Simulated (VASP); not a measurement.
Set up this calculation in VASP 6.6.1, as the native input.

- Task: electric field gradients
- Functional: PBEsol
- Potentials or basis: VASP PAW PBE potentials, release 64 (Zr_sv)
- Cutoff: 520 eV
- k mesh: 13 × 13 × 7
- Occupations: fermi-dirac, width 0.08 eV
- Spin: no spin polarisation
- Dipole correction: no
- Further INCAR settings: ALGO = Normal; EDIFF = 1e-08; NBANDS = 19

The structure of Zr lies in POSCAR:

```
Zr
1.0
    3.2048372894      0.0000000000      0.0000000000
   -1.6024186447      2.7754705076      0.0000000000
    0.0000000000      0.0000000000      5.1037458542
Zr
2
Direct
    0.3333333333      0.6666666667      0.2500000000
    0.6666666667      0.3333333333      0.7500000000
```

The input as run:

INCAR

```
SYSTEM = Zr
PREC = Accurate
ENCUT = 520
EDIFF = 1E-8
ISMEAR = -1
SIGMA = 0.08
LREAL = .FALSE.
LASPH = .TRUE.
NELM = 80
ALGO = Normal
ISIF = 2
LWAVE = .FALSE.
LCHARG = .FALSE.
GGA = PS
LEFG = .TRUE.
NBANDS = 19
```

KPOINTS

```
Automatic mesh
0
G
  13 13 7
  0 0 0
```

Potentials or basis: VASP PAW PBE potentials, release 64 (Zr_sv).

Command:

```console
$ cat potpaw_PBE.64/Zr_sv/POTCAR > POTCAR
$ mpirun -np 1 vasp_std > vasp.out
```

Results of the run:

```
Pressure                                : -0.9 GPa
Band gap on the k mesh                  : zero (bands 12 and 13 overlap by 1.13 eV)
Largest electric field gradient by atom : Zr +44.1 V/Å²
```

Caveat: without QUAD_EFG the Cq values of the log hold for a quadrupole moment of 1 mb, not for the nuclei; the PAW data sets were made with another functional, which shifts forces and pressure a little.

It took 58 s on 1 thread of Intel(R) Xeon(R) Platinum 8259CL CPU @ 2.50GHz (Skylake/Cascade Lake), on a shared host, peak memory 0.19 GiB.
